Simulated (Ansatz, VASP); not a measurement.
## GaSb: VASP beside Ansatz

Contents of INCAR:

```
PREC = Accurate
ENCUT = 600
EDIFF = 1E-6
ISMEAR = -1
SIGMA = 0.05
LREAL = False
LASPH = True
NELM = 80
ALGO = Normal
ISIF = 3
LWAVE = False
LCHARG = False
GGA = B5
ALDAX = 1.0
AGGAX = 1.0
AGGAC = 1.0
ALDAC = 0.0
IBRION = 2
NSW = 80
EDIFFG = -0.005
```

File KPOINTS:

```
regular mesh
0
Gamma
  8 8 8
```

Contents of POSCAR:

```
GaSb
1.0
    0.0000000000      3.0590000000      3.0590000000
    3.0590000000      0.0000000000      3.0590000000
    3.0590000000      3.0590000000      0.0000000000
Sb Ga
1 1
Direct
    0.7500000000      0.7500000000      0.7500000000
    0.0000000000      0.0000000000      0.0000000000
```

input.yaml

```yaml
crystal:
  lattice:
    - [0.0, 3.059, 3.059]
    - [3.059, 0.0, 3.059]
    - [3.059, 3.059, 0.0]
  atoms:
    - { symbol: Sb, position: [0.75, 0.75, 0.75] }
    - { symbol: Ga, position: [0.0, 0.0, 0.0] }
kpoints:
  mp_grid: { grid: [8, 8, 8] }
scf:
  occupations: { method: fermi_dirac, width: 0.05 }
hamiltonian:
  xc: blyp
  pseudopotentials: { kind: all_electron, lapw: { basis_error: 0.001 } }
output:
  forces: true
  stress: true
relax:
  f_tol: 0.005
  max_steps: 60
  cell: {}
```

Alike in both runs: task relaxation of cell and atoms; functional BLYP; k mesh 8 × 8 × 8; occupations fermi-dirac, width 0.05 eV; no spin polarisation.

|  | VASP | Ansatz |
| --- | --- | --- |
| version | VASP 6.6.1 | Ansatz 0.2.0 |
| potentials or method | VASP PAW PBE potentials, release 64 (Sb, Ga_d), cutoff 600 eV | all-electron LAPW, scalar-relativistic |

VASP gave:

| Quantity | Value |
| --- | --- |
| relaxed volume (Å³/atom) | 32.13 |
| relaxed cell length with the largest relative difference (Å) | 4.496 |

Question: Estimate Ansatz's values.

Answer: Relaxed volume (Å³/atom): 32.07; relaxed cell length with the largest relative difference (Å): 4.493.

VASP's potentials were made for PBE, not for BLYP. Ansatz ran all-electron here, and VASP with PAW potentials.

Spin-orbit coupling is off throughout.
